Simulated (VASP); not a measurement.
AlSi8NO16, 26 atoms in the cell. The cell holds a disordered packing, 26 atoms: a = 7.638 Å, b = 7.315 Å, c = 6.863 Å, α = 90.60°, β = 91.32°, γ = 92.31°. 

- Program: VASP 6.6.1
- Task: single point
- Functional: PBE
- Potentials or basis: VASP PAW PBE potentials, release 64 (Al, N, Si, O)
- Cutoff: 520 eV
- k mesh: 1 × 1 × 1, shifted
- Occupations: fermi-dirac, width 0.05 eV
- Spin: no spin polarisation
- Dipole correction: no
- Mended: yes
- Further INCAR settings: LREAL = Auto; ALGO = Normal; EDIFF = 1e-06; NBANDS = 87; ISYM = -1

Potentials or basis: VASP PAW PBE potentials, release 64 (Al, N, Si, O).

The run is started by

```bash
$ cat potpaw_PBE.64/Al/POTCAR potpaw_PBE.64/N/POTCAR potpaw_PBE.64/Si/POTCAR potpaw_PBE.64/O/POTCAR > POTCAR
$ mpirun -np 1 vasp_std > vasp.out
```

Hardware: 1 thread of Intel Xeon 8259CL, on a shared host.

Q: How long does it take, and how much memory?

A: Run time: 2.1 min on 1 thread of Intel Xeon 8259CL (shared host), peak memory 0.41 GiB. Counts: scf iterations 19, k points 1.
